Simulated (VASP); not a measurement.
Input of a VASP 6.6.1 run:

The input INCAR:

```
PREC = Accurate
ENCUT = 520
EDIFF = 1E-7
ISMEAR = 0
SIGMA = 0.15
LREAL = F
LASPH = T
NELM = 80
ALGO = Normal
ISIF = 2
LWAVE = F
LCHARG = F
GGA = PE
NBANDS = 21
```

KPOINTS

```
regular mesh
0
Gamma
  4 4 4
```

POSCAR

```
Al3Si2F
1.0
    2.0810016478      1.2014668616      7.5386472407
   -2.0810016478      1.2014668616      7.5386472407
    0.0000000000     -2.4029337231      7.5386472407
Al Si F
3 2 1
Direct
    0.0000000000      0.0000000000      0.0000000000
    0.4180194553      0.4180194553      0.4180194553
    0.5819805447      0.5819805447      0.5819805447
    0.7180618285      0.7180618285      0.7180618285
    0.2819381715      0.2819381715      0.2819381715
    0.5000000000      0.5000000000      0.5000000000
```

Potentials or basis: VASP PAW PBE potentials, release 64 (Al, Si, F).

Run with:

```console
$ cat potpaw_PBE.64/Al/POTCAR potpaw_PBE.64/Si/POTCAR potpaw_PBE.64/F/POTCAR > POTCAR
$ mpirun -np 1 vasp_std > vasp.out
```

(1) Estimate the band gap on the k mesh.

(2) Estimate the largest force.

(3) Estimate the pressure.

Answers

(1) zero (band 12 reaches 5.56 eV, above the bottom of band 13 at 4.80 eV).

(2) 0.016 eV/Å.

(3) 0.2 GPa.

Caveat: the k points lie up to 0.44 Å⁻¹ apart.
